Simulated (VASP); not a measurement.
# Ge3N4: single point with r2SCAN

Ge3N4:

```xyz
14
Lattice="8.1244 0.0000 0.0000 -4.0622 7.0359 0.0000 0.0000 0.0000 3.0671" Properties=species:S:1:pos:R:3 pbc="T T T"
Ge    5.7688    1.6442    2.3004
Ge    1.4605    5.8180    0.7668
Ge    0.2461    2.8621    0.7668
Ge    3.8161    4.1738    2.3004
Ge    2.6017    1.2179    2.3004
Ge   -1.7066    5.3917    0.7668
N     4.0622    2.3453    2.3004
N     0.0000    4.6906    0.7668
N     1.4879    6.8365    2.3004
N     2.9477    4.7068    0.7668
N     6.6646    2.1297    0.7668
N    -2.6024    4.9062    2.3004
N     2.5743    0.1994    0.7668
N     1.1144    2.3291    2.3004
```

This cell differs from its parent crystal: epitaxial xy strain +1.0%.

```yaml
Program: VASP 6.6.1
Task: single point
Functional: r2SCAN
Potentials_or_basis: VASP PAW PBE potentials, release 64 (Ge_d, N)
Cutoff: 660 eV
k_mesh: 6 × 6 × 8
Occupations: gaussian, width 0.01 eV
Spin: no spin polarisation
```

- Pressure: -2.3 GPa
- Largest force: 0.011 eV/Å
- Band gap on the k mesh: 2.40 eV

Forces on the atoms (eV/Å):
```
Ge  -0.005  0.006  0.000
Ge  -0.008 -0.001  0.000
Ge   0.003  0.007  0.000
Ge  -0.003 -0.007  0.000
Ge   0.008  0.001  0.000
Ge   0.005 -0.006  0.000
N    0.000  0.000  0.000
N    0.000  0.000  0.000
N   -0.001  0.011  0.000
N   -0.010  0.004  0.000
N    0.009  0.006  0.000
N   -0.009 -0.006  0.000
N    0.001 -0.011  0.000
N    0.010 -0.004  0.000
```

Stress tensor (GPa, compression positive):
```
-3.72  0.00  0.00
 0.00 -3.72  0.00
 0.00  0.00  0.67
```

Levels at points of the mesh, in eV from the valence-band top:
```csv
k point,band 60,band 61,band 62,band 63,band 64,band 65
"(0.00, 0.00, 0.00)",-0.55,-0.21,0.00,2.40,3.93,3.93
"(0.50, 0.00, 0.00)",-0.60,-0.11,-0.05,3.63,3.89,4.46
"(0.00, 0.00, 0.50)",-1.29,-1.27,-1.27,4.67,4.67,4.67
"(0.50, 0.00, 0.50)",-1.22,-0.96,-0.96,4.17,4.17,5.37
```

Run time: 9.7 min on 4 MPI ranks on Intel(R) Xeon(R) Platinum 8488C (Sapphire Rapids) (shared host), peak memory 0.74 GiB a rank.

Caveat: the cell differs from its parent crystal (epitaxial xy strain +1.0%); the PAW data sets were made with another functional, which shifts forces and pressure a little. A k mesh can miss the band edges.
